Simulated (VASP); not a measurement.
# HC6 in VASP: a series of runs, part 3 of 3

VASP 6.6.1. The steps go on from the part before.

## (5) Single point, LDA

File INCAR:

```
SYSTEM = HC6
  PREC = Accurate
  ENCUT = 520
  EDIFF = 1E-6
  ISMEAR = 0
  SIGMA = 0.1
  LREAL = .False.
  LASPH = .True.
  NELM = 100
  ALGO = Normal
  ISIF = 2
  LWAVE = .False.
  LCHARG = .False.
  LDIPOL = .True.
  IDIPOL = 3
  DIPOL = 0.5 0.5 0.301
  NBANDS = 38
```

File KPOINTS:

```
regular mesh
0
Gamma
  6 3 1
  0 0 0
```

File POSCAR:

```
HC6
1.0
    4.8895256614      0.0000000000      0.0000000000
   -1.2223814153      8.7849592876      0.0000000000
    0.0000000000      0.0000000000     22.7474729025
C H
12 2
Direct
    0.0193612757      0.0774451030      0.1758437088
    0.5193612758      0.0774451030      0.1758437088
    0.2742015947      0.0968063788      0.2059542860
    0.7742015947      0.0968063788      0.2059542860
    0.2838822326      0.1355289303      0.2661754406
    0.7838822326      0.1355289303      0.2661754406
    0.0386279421      0.1545151615      0.2955067254
    0.5386279421      0.1545151615      0.2955067254
    0.0488684834      0.1954807970      0.3583587359
    0.5488684834      0.1954807970      0.3583587359
    0.3031723044      0.2126952264      0.3845470194
    0.8031723044      0.2126952264      0.3845470194
    0.0488684834      0.0460940537      0.4183969333
    0.0488684834      0.3448675403      0.4183969333
```

Potentials or basis: VASP PAW LDA potentials, release 64 (C, H).

The run is started by

```
> cat potpaw_LDA.64/C/POTCAR potpaw_LDA.64/H/POTCAR > POTCAR
> mpirun -np 1 vasp_std > vasp.out
```

OUTCAR:

```text
SYSTEM = HC6
   PREC = Accurate
   ENCUT = 520
   EDIFF = 1E-6
   ISMEAR = 0
   LREAL = .False.
   LASPH = .True.
   NELM = 100
   ISIF = 2

 ion  position               nearest neighbor table
   1  0.019  0.077  0.176-   4 1.41   3 1.41
   2  0.519  0.077  0.176-   4 1.41   3 1.41
   3  0.274  0.097  0.206-   2 1.41   1 1.41   5 1.41
   4  0.774  0.097  0.206-   1 1.41   2 1.41   6 1.41
   5  0.284  0.136  0.266-   8 1.40   7 1.40   3 1.41
   6  0.784  0.136  0.266-   7 1.40   8 1.40   4 1.41
   7  0.039  0.155  0.296-   6 1.40   5 1.40   9 1.47
[... 630 lines left out ...]
  volume of cell :      977.10
      direct lattice vectors                 reciprocal lattice vectors
     4.889525661  0.000000000  0.000000000     0.204518816  0.028457730  0.000000000
    -1.222381415  8.784959288  0.000000000     0.000000000  0.113830920  0.000000000
     0.000000000  0.000000000 22.747472903     0.000000000  0.000000000  0.043960927

 POSITION                                       TOTAL-FORCE (eV/Angst)
 -----------------------------------------------------------------------------------
     -0.00000      0.68035      4.00000         0.052266      0.502389      2.102454
      2.44476      0.68035      4.00000        -0.007307      0.591558      1.984955
      1.22238      0.85044      4.68494         0.050533     -0.820699     -3.386950
      3.66714      0.85044      4.68494        -0.099969     -1.021870     -3.593826
      1.22238      1.19062      6.05482         0.158800      0.192854      1.132130
      3.66714      1.19062      6.05482        -0.121642      0.388099      1.237666
     -0.00000      1.35741      6.72203         0.001432      0.315325      0.604936
      2.44476      1.35741      6.72203        -0.044670      0.008244      0.356191
     -0.00001      1.71729      8.15176        -0.233125     -1.975141     -4.049125
      2.44475      1.71729      8.15176         0.331788     -0.319243     -1.259788
      1.22237      1.86852      8.74747        -0.627959     -0.575576      2.782830
      3.66714      1.86852      8.74747         1.030480      2.895653      2.463719
      0.18260      0.40493      9.51747         1.347454      1.726753     -0.289370
     -0.18262      3.02965      9.51747        -1.838080     -1.908345     -0.085823
 -----------------------------------------------------------------------------------
    total drift:                                0.000579      0.000288     -0.000198

  FREE ENERGIE OF THE ION-ELECTRON SYSTEM (eV)
  ---------------------------------------------------
  free  energy   TOTEN  =      -111.4973559813 eV

  energy  without entropy=     -111.4363541204  energy(sigma->0) =     -111.46685505

 vacuum level on the upper side and lower side of the slab         0.984         1.514
```

OSZICAR:

```text
N       E                     dE             d eps       ncg     rms          rms(c)
DAV:   1     0.412610869906E+03    0.41261E+03   -0.16484E+04   872   0.904E+02
DAV:   2    -0.209319608575E+02   -0.43354E+03   -0.40229E+03  1168   0.201E+02
DAV:   3    -0.117629642732E+03   -0.96698E+02   -0.95208E+02   968   0.103E+02
DAV:   4    -0.121823339118E+03   -0.41937E+01   -0.41576E+01   916   0.291E+01
[... 20 lines left out ...]
DAV:  25    -0.111497344161E+03   -0.14749E-04   -0.87145E-07   724   0.225E-03    0.108E-03
DAV:  26    -0.111497350738E+03   -0.65769E-05   -0.34174E-07   702   0.145E-03    0.127E-03
DAV:  27    -0.111497353470E+03   -0.27318E-05   -0.13466E-07   686   0.855E-04    0.573E-04
DAV:  28    -0.111497355396E+03   -0.19264E-05   -0.13240E-07   676   0.722E-04    0.627E-04
DAV:  29    -0.111497355981E+03   -0.58519E-06   -0.48573E-08   716   0.463E-04
   1 F= -.11149736E+03 E0= -.11146686E+03  d E =-.610019E-01
```

Run time: 9.4 min. Hardware: 1 thread of Intel Xeon Platinum 8488C (Sapphire Rapids), shared host; peak memory 0.78 GiB.

Results:

| Property | Result |
| --- | --- |
| Free energy | -111.4974 eV |
| Largest force | 4.511 eV/Å |
| Band gap on the k mesh | 0.04 eV |

Forces in eV/Å, atoms in the order of the input:
```
C    0.052  0.502  2.102
C   -0.007  0.592  1.985
C    0.051 -0.821 -3.387
C   -0.100 -1.022 -3.594
C    0.159  0.193  1.132
C   -0.122  0.388  1.238
C    0.001  0.315  0.605
C   -0.045  0.008  0.356
C   -0.233 -1.975 -4.049
C    0.332 -0.319 -1.260
C   -0.628 -0.576  2.783
C    1.030  2.896  2.464
H    1.347  1.727 -0.289
H   -1.838 -1.908 -0.086
```

Levels at points of the mesh, in eV from the valence-band top:
```csv
k point,band 21,band 22,band 23,band 24,band 25,band 26,band 27,band 28,band 29,band 30
"(0.00, 0.00, 0.00)",-2.15,-1.67,-0.74,-0.20,-0.02,0.24,0.40,0.95,2.46,2.81
"(0.50, 0.00, 0.00)",-2.13,-1.77,-1.51,-0.29,0.00,0.04,1.03,2.47,3.01,3.58
```

Caveat: the smearing spreads over this small gap.

## (6) Single point, LDA

File INCAR:

```
SYSTEM = HC6
PREC     = Accurate       ! precision mode
ENCUT    = 520            ! plane-wave cutoff, eV
EDIFF    = 1E-6           ! SCF threshold, eV
ISMEAR   = 0              ! smearing method
SIGMA    = 0.1            ! smearing width, eV
LREAL    = .FALSE.        ! projectors in reciprocal space
LASPH    = .TRUE.         ! aspherical terms in the spheres
NELM     = 80             ! most SCF steps
ALGO     = Normal         ! electronic algorithm
ISIF     = 2              ! what is computed and relaxed
LWAVE    = .FALSE.        ! write WAVECAR
LCHARG   = .TRUE.         ! write CHGCAR
LDIPOL   = .TRUE.       
IDIPOL   = 3            
DIPOL    = 0.5 0.5 0.305
GGA      = CA             ! functional
LELF     = .TRUE.         ! ELF
LVHAR    = .TRUE.       
LVACPOTAV= .TRUE.       
NBANDS   = 38             ! bands
```

File KPOINTS:

```
Automatic mesh
0
G
  6 3 1
  0 0 0
```

POSCAR: that of step 5 with these lines changed.

```diff
@@ -20,3 +20,3 @@
     0.8031723044      0.2126952264      0.3845470194
-    0.0488684834      0.0460940537      0.4183969333
-    0.0488684834      0.3448675403      0.4183969333
+    0.0488684834      0.0460940537      0.4465319267
+    0.0488684834      0.3448675403      0.4465319267
```

Potentials or basis: VASP PAW LDA potentials, release 64 (C, H).

The run is started by

```
> cat potpaw_LDA.64/C/POTCAR potpaw_LDA.64/H/POTCAR > POTCAR
> mpirun -np 1 vasp_std > vasp.out
```

Run time: 11 min. Hardware: 1 thread of Intel Xeon Platinum 8488C (Sapphire Rapids), shared host; peak memory 0.79 GiB.

It converged, with:

```
Free energy            : -110.6143 eV
Largest force          : 3.513 eV/Å
Band gap on the k mesh : 0.03 eV
```

Forces in eV/Å, atoms in the order of the input:
```
C    0.002  0.481  2.007
C    0.014  0.557  1.893
C    0.072 -0.802 -3.206
C   -0.089 -0.941 -3.383
C    0.199  0.155  0.991
C   -0.191  0.334  1.121
C    0.031  0.414  1.065
C   -0.022  0.090  0.343
C   -0.094 -0.732 -2.407
C    0.105 -0.242 -0.998
C   -0.576 -0.577  2.227
C    0.814  1.768  2.375
H    0.932  1.239 -0.605
H   -1.197 -1.743 -1.423
```

Levels at points of the mesh, in eV from the valence-band top:
| k point | band 21 | band 22 | band 23 | band 24 | band 25 | band 26 | band 27 | band 28 | band 29 | band 30 |
| --- | --- | --- | --- | --- | --- | --- | --- | --- | --- | --- |
| (0.00, 0.00, 0.00) | -2.08 | -1.78 | -0.72 | -0.21 | -0.01 | 0.16 | 0.39 | 0.89 | 2.07 | 2.49 |
| (0.50, 0.00, 0.00) | -1.91 | -1.80 | -1.66 | -0.32 | 0.00 | 0.03 | 0.47 | 1.87 | 3.01 | 3.14 |

Caveat: the smearing spreads over this small gap.

## (7) The runs side by side

| cell | gap on the mesh (eV) | largest force (eV/Å) |
| --- | --- | --- |
| as given, atomic positions A | none | 5.43 |
| as given, atomic positions B | none | 6.31 |
| as given, atomic positions C | 0.03 | 3.38 |
| as given, atomic positions D | 0.04 | 4.51 |
| as given, atomic positions E | 0.03 | 3.51 |

Alike in all rows: task single point; level LDA; potentials or basis VASP PAW LDA potentials, release 64 (C, H); no spin polarisation; k mesh 6 × 3 × 1; cutoff (eV) 520; smearing gaussian 0.1 eV.

Caveats: the smearing spreads over this small gap (at least some runs).

Absolute energies hang on the potentials; compare differences alone.
